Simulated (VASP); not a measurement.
# WS2 in VASP: notebook

The runs below take WS2 through single point, with PBE+D3(BJ).

All numbers are computed with VASP 6.6.1; they aren't measurements. Logs are shortened: lines on timing, memory, paths and dates and some standing lists are left out, and cuts for length are marked.

## (1) The cell of the first run

The cell holds a slab with vacuum, 6 atoms: a = 3.160 Å, b = 3.160 Å, c = 23.804 Å, α = 90.00°, β = 90.00°, γ = 120.00°.

## (2) Single point, PBE+D3(BJ) (layers slid over each other)

The input, INCAR:

```
SYSTEM = WS2
PREC = Accurate
ENCUT = 520
EDIFF = 1E-6
ISMEAR = 0
SIGMA = 0.05
LREAL = .False.
LASPH = .True.
NELM = 100
ALGO = Normal
ISIF = 2
LWAVE = .False.
LCHARG = .False.
LDIPOL = .True.
IDIPOL = 3
DIPOL = 0.5 0.5 0.394
GGA = PE
IVDW = 12
NBANDS = 35
```

The input, KPOINTS:

```
regular mesh
0
Gamma
  9 9 1
  0 0 0
```

The input, POSCAR:

```
WS2
1.0
    3.1595456682      0.0000000000      0.0000000000
   -1.5797728341      2.7362468131      0.0000000000
    0.0000000000      0.0000000000     23.8042574330
S W
4 2
Direct
    0.3333333333      0.6666666667      0.1890418137
    0.3333333333      0.6666666667      0.3214605092
    0.3333333333      1.1666666667      0.4659724735
    0.3333333333      1.1666666667      0.5983911690
    0.6666666667      0.3333333333      0.2552511584
    0.0000000000      1.5000000000      0.5321818182
```

Potentials or basis: VASP PAW PBE potentials, release 64 (S, W_sv).

Run with:

```console
$ cat potpaw_PBE.64/S/POTCAR potpaw_PBE.64/W_sv/POTCAR > POTCAR
$ mpirun -np 1 vasp_std > vasp.out
```

OUTCAR:

```text
SYSTEM = WS2
   PREC = Accurate
   ENCUT = 520
   EDIFF = 1E-6
   ISMEAR = 0
   LREAL = .False.
   LASPH = .True.
   NELM = 100
   ISIF = 2
   GGA = PE
   IVDW = 12
 IVDW          = 12

 ion  position               nearest neighbor table
   1  0.333  0.667  0.189-   5 2.41   5 2.41   5 2.41
   2  0.333  0.667  0.321-   5 2.41   5 2.41   5 2.41
   3  0.333  0.167  0.466-   6 2.41   6 2.41   6 2.41
   4  0.333  0.167  0.598-   6 2.41   6 2.41   6 2.41
   5  0.667  0.333  0.255-   1 2.41   1 2.41   1 2.41   2 2.41   2 2.41   2 2.41
   6  0.000  0.500  0.532-   3 2.41   3 2.41   3 2.41   4 2.41   4 2.41   4 2.41

  LATTYP: Found a hexagonal cell.
 ALAT       =     3.1595456682
 C/A-ratio  =     7.5340760770

  Lattice vectors:

 A1 = (   3.1595456682,   0.0000000000,   0.0000000000)
 A2 = (  -1.5797728341,   2.7362468131,   0.0000000000)
 A3 = (   0.0000000000,   0.0000000000,  23.8042574330)

Analysis of symmetry for initial positions (statically):
=====================================================================
 Subroutine PRICEL returns:
 Original cell was already a primitive cell.

 Routine SETGRP: Setting up the symmetry group for a
 hexagonal supercell.

 Subroutine GETGRP returns: Found  4 space group operations
 (whereof  2 operations were pure point group operations)
 out of a pool of 24 trial point group operations.

The static configuration has the point symmetry C_1h.
 The point group associated with its full space group is C_2h.

Analysis of symmetry for dynamics (positions and initial velocities):
=====================================================================
 Subroutine PRICEL returns:
 Original cell was already a primitive cell.

 Routine SETGRP: Setting up the symmetry group for a
 hexagonal supercell.

 Subroutine GETGRP returns: Found  4 space group operations
 (whereof  2 operations were pure point group operations)
 out of a pool of 24 trial point group operations.

The dynamic configuration has the point symmetry C_1h.
 The point group associated with its full space group is C_2h.

 Subroutine INISYM returns: Found  4 space group operations
 (whereof  2 operations are pure point group operations),
 and found     1 'primitive' translations

----------------------------------------------------------------------------------------

                                     Primitive cell

  volume of cell :     205.7949

  direct lattice vectors                    reciprocal lattice vectors
[... 105 lines left out ...]
   NELECT =      52.0000    total number of electrons
   NUPDOWN=      -1.0000    fix difference up-down
   EMIN   =  10.00;   EMAX   =-10.00  energy-range for DOS
   EFERMI =   0.00;   METHOD = LEGACY
   ISMEAR =     0;   SIGMA  =   0.05  broadening in eV -4-tet -1-fermi 0-gaus
   EFERMI_NEDOS =   21; number of points for ismear=-14 and -15
   IALGO  =     38    algorithm
   IMIX   =      4    mixing-type and parameters
     AMIX     =   0.40;   BMIX     =  1.00
     AMIX_MAG =   1.60;   BMIX_MAG =  1.00
  volume/ion in A,a.u.               =      34.30       231.46
  Fermi-wavevector in a.u.,A,eV,Ry     =   1.034978  1.955825 14.574280  1.071179
  Thomas-Fermi vector in A             =   2.169299
   LORBIT       =      0    0 simple, 1 ext, 2 COOP (PROOUT), +10 PAW based schemes
   GGA     = PE    functional components
   LHFCALC =     F    Hartree Fock is set to
   AEXX    =    0.0000 exact exchange contribution
   IVDW    =    12    specifies the selected vdW correction
   LEPSILON=     F    determine dielectric tensor
   LRPA    =     F    only Hartree local field effects (RPA)
 non-spin polarized calculation
 Gauss-broadening in eV      SIGMA  =   0.05
  energy-cutoff  :      520.00
  volume of cell :      205.79
 maximum number of plane-waves:      5566
   NGX = 11   NGY = 11   NGZ = 89

 dipolmoment           0.000000      0.000000      0.000043 electrons x Angstroem

 number of electron      51.9999994 magnetization

 dipolmoment           0.000000      0.000000     -0.000004 electrons x Angstroem

 Free energy of the ion-electron system (eV)
  ---------------------------------------------------
  ext. energy  EPLUGINS =         0.00000000
  ---------------------------------------------------
  free energy    TOTEN  =       -47.31699876 eV

  energy without entropy =      -47.31699876  energy(sigma->0) =      -47.31699876

 E-fermi :   1.3463     XC(G=0):  -6.1612

 val. band max:        0.9837384712   @ k =   0.0000   0.0000   0.0000
 cond. band min:       2.7355017242   @ k =   0.3333   0.3333   0.0000
 fundamental gap:      1.7517632529
 Fermi energy:         1.3463277297

 k-point     1 :       0.0000    0.0000    0.0000
  band No.  band energies     occupation
      1     -73.1943      2.00000
      2     -73.1942      2.00000
      3     -37.4463      2.00000
      4     -37.4462      2.00000
      5     -37.2717      2.00000
      6     -37.2717      2.00000
[... 901 lines left out ...]
     34       6.1416      0.00000
     35       7.0098      0.00000

 [... further k-points ...]

------------------------ aborting loop because EDIFF is reached ----------------------------------------

 vacuum level on the upper side and lower side of the slab       (xc-potential included)        -0.130        -0.131

 Edisp (eV)   -2.11522

 E8    (eV) :    -0.9185

  FORCE on cell =-STRESS in cart. coord.  units (eV):
  Direction    XX          YY          ZZ          XY          YZ          ZX
  --------------------------------------------------------------------------------------
  -------------------------------------------------------------------------------------
  Total      -0.22966    -0.19927    -0.60980    -0.02633     0.01642     0.02844
  in kB      -1.78801    -1.55135    -4.74751    -0.20495     0.12783     0.22141
  external pressure =       -2.70 kB  Pullay stress =        0.00 kB

 VOLUME and BASIS-vectors are now :
 -----------------------------------------------------------------------------
  energy-cutoff  :      520.00
  volume of cell :      205.79
      direct lattice vectors                 reciprocal lattice vectors
     3.159545668  0.000000000  0.000000000     0.316501201  0.182732054  0.000000000
    -1.579772834  2.736246813  0.000000000     0.000000000  0.365464108  0.000000000
     0.000000000  0.000000000 23.804257433     0.000000000  0.000000000  0.042009292

 POSITION                                       TOTAL-FORCE (eV/Angst)
 -----------------------------------------------------------------------------------
     -0.00000      1.82416      4.50000         0.001450      0.000837      0.004779
     -0.00000      1.82416      7.65213        -0.003366     -0.001943      0.049493
      0.78989      0.45604     11.09213         0.003366      0.001943     -0.049493
      0.78989      0.45604     14.24426        -0.001450     -0.000837     -0.004779
      1.57977      0.91208      6.07606        -0.004605     -0.002659      0.047469
     -0.78989      1.36812     12.66819         0.004605      0.002659     -0.047469
 -----------------------------------------------------------------------------------
    total drift:                                0.000000     -0.000000     -0.000455

  FREE ENERGIE OF THE ION-ELECTRON SYSTEM (eV)
  ---------------------------------------------------
  free  energy   TOTEN  =       -49.4322163116 eV

  energy  without entropy=      -49.4322163116  energy(sigma->0) =      -49.43221631

 vacuum level on the upper side and lower side of the slab         6.364         6.363
```

It took 6.7 min on 1 thread of AMD EPYC 7R13, shared host; peak memory 0.37 GiB.

What came out:

| Quantity | Value |
| --- | --- |
| Free energy | -49.4322 eV |
| Largest force | 0.050 eV/Å |
| Band gap on the k mesh | 1.75 eV (least direct gap 1.91 eV) |
| Dispersion energy per atom | -0.353 eV |

Forces on the atoms (eV/Å):
```
S    0.001  0.001  0.005
S   -0.003 -0.002  0.049
S    0.003  0.002 -0.049
S   -0.001 -0.001 -0.005
W   -0.005 -0.003  0.047
W    0.005  0.003 -0.047
```

Levels at points of the mesh, in eV from the valence-band top:
```tsv
k point	band 23	band 24	band 25	band 26	band 27	band 28	band 29	band 30
(0.00, 0.00, 0.00)	-1.74	-1.73	-0.48	0.00	2.74	2.75	2.77	2.78
```

Caveat: the cell differs from its parent crystal (layers slid over each other); spin-orbit coupling is left out, which moves the levels of the heavy elements.

## (3) Single point, PBE+D3(BJ) (layers slid over each other)

INCAR, as its differences from that of step 2:

```diff
@@ -3,3 +3,3 @@
 ENCUT = 520
-EDIFF = 1E-6
+EDIFF = 1E-7
 ISMEAR = 0
@@ -8,3 +8,3 @@
 LASPH = .True.
-NELM = 100
+NELM = 80
 ALGO = Normal
```

KPOINTS is that of step 2.

The input, POSCAR:

```
WS2
1.0
    3.1595456682      0.0000000000      0.0000000000
   -1.5797728341      2.7362468131      0.0000000000
    0.0000000000      0.0000000000     23.8042574330
S W
4 2
Direct
    0.3333333333      0.6666666667      0.1890418137
    0.3333333333      0.6666666667      0.3214605092
    0.5000000000      1.0000000000      0.4659724735
    0.5000000000      1.0000000000      0.5983911690
    0.6666666667      0.3333333333      0.2552511584
    0.1666666667      1.3333333333      0.5321818182
```

Potentials or basis: VASP PAW PBE potentials, release 64 (S, W_sv).

Run with:

```console
$ cat potpaw_PBE.64/S/POTCAR potpaw_PBE.64/W_sv/POTCAR > POTCAR
$ mpirun -np 1 vasp_std > vasp.out
```

Wall time 7.2 min (1 thread of AMD EPYC 7R13, shared host); peak memory 0.36 GiB.

Results (log left out):

```yaml
Free_energy: -49.4198 eV
Largest_force: 0.042 eV/Å
Band_gap_on_the_k_mesh: 1.74 eV (least direct gap 1.91 eV)
Dispersion_energy_per_atom: -0.352 eV
```

Forces on the atoms (eV/Å):
```
S    0.000  0.002  0.004
S    0.000 -0.028  0.016
S    0.000  0.028 -0.016
S    0.000 -0.002 -0.004
W    0.000 -0.014  0.039
W    0.000  0.014 -0.039
```

Levels at points of the mesh, in eV from the valence-band top:
| k point | band 23 | band 24 | band 25 | band 26 | band 27 | band 28 | band 29 | band 30 |
| --- | --- | --- | --- | --- | --- | --- | --- | --- |
| (0.00, 0.00, 0.00) | -1.75 | -1.75 | -0.50 | 0.00 | 2.73 | 2.74 | 2.75 | 2.76 |

Caveat: the cell differs from its parent crystal (layers slid over each other); spin-orbit coupling is left out, which moves the levels of the heavy elements.

## (4) Single point, PBE+D3(BJ) (layers slid over each other)

The input, INCAR:

```
SYSTEM = WS2
ALGO = Normal
DIPOL = 0.5 0.5 0.394
EDIFF = 1E-6
ENCUT = 520
GGA = PE
IDIPOL = 3
ISIF = 2
ISMEAR = 0
IVDW = 12
LASPH = .True.
LCHARG = .False.
LDIPOL = .True.
LREAL = .False.
LWAVE = .False.
NBANDS = 35
NELM = 100
PREC = Accurate
SIGMA = 0.05
```

The input, KPOINTS:

```
k-points
0
Gamma
  9 9 1
  0 0 0
```

The input, POSCAR:

```
WS2
1.0
    3.1595456682      0.0000000000      0.0000000000
   -1.5797728341      2.7362468131      0.0000000000
    0.0000000000      0.0000000000     23.8042574330
S W
4 2
Direct
    0.3333333333      0.6666666667      0.1890418137
    0.3333333333      0.6666666667      0.3214605092
    0.6666666667      0.8333333333      0.4659724735
    0.6666666667      0.8333333333      0.5983911690
    0.6666666667      0.3333333333      0.2552511584
    0.3333333333      1.1666666667      0.5321818182
```

Run with:

```console
$ cat potpaw_PBE.64/S/POTCAR potpaw_PBE.64/W_sv/POTCAR > POTCAR
$ mpirun -np 1 vasp_std > vasp.out
```

It took 7 min on 1 thread of AMD EPYC 7R13, shared host; peak memory 0.37 GiB.

The run converged. Its results:

```
Free energy                : -49.4169 eV
Largest force              : 0.042 eV/Å
Band gap on the k mesh     : 1.73 eV (least direct gap 1.92 eV)
Dispersion energy per atom : -0.352 eV
```

Forces in eV/Å, atoms in the order of the input:
```
S    0.000  0.000  0.004
S   -0.022 -0.012  0.008
S    0.022  0.012 -0.008
S    0.000  0.000 -0.004
W   -0.007 -0.004  0.041
W    0.007  0.004 -0.041
```

Levels at points of the mesh, in eV from the valence-band top:
| k point | band 24 | band 25 | band 26 | band 27 | band 28 | band 29 |
| --- | --- | --- | --- | --- | --- | --- |
| (0.00, 0.00, 0.00) | -1.75 | -0.51 | 0.00 | 2.74 | 2.74 | 2.74 |

Caveat: the cell differs from its parent crystal (layers slid over each other); spin-orbit coupling is left out, which moves the levels of the heavy elements.

## (5) The runs side by side

| cell | gap on the mesh (eV) | largest force (eV/Å) |
| --- | --- | --- |
| as given, atomic positions A | 1.75 | 0.05 |
| as given, atomic positions B | 1.74 | 0.04 |
| as given, atomic positions C | 1.73 | 0.04 |

Alike in all rows: task single point; level PBE+D3(BJ); potentials or basis VASP PAW PBE potentials, release 64 (S, W_sv); no spin polarisation; k mesh 9 × 9 × 1; cutoff (eV) 520; smearing gaussian 0.05 eV.

Caveats: spin-orbit coupling is left out, which moves the levels of the heavy elements.

Total energies depend on the potentials used, so only differences within one code and one set of settings carry meaning.
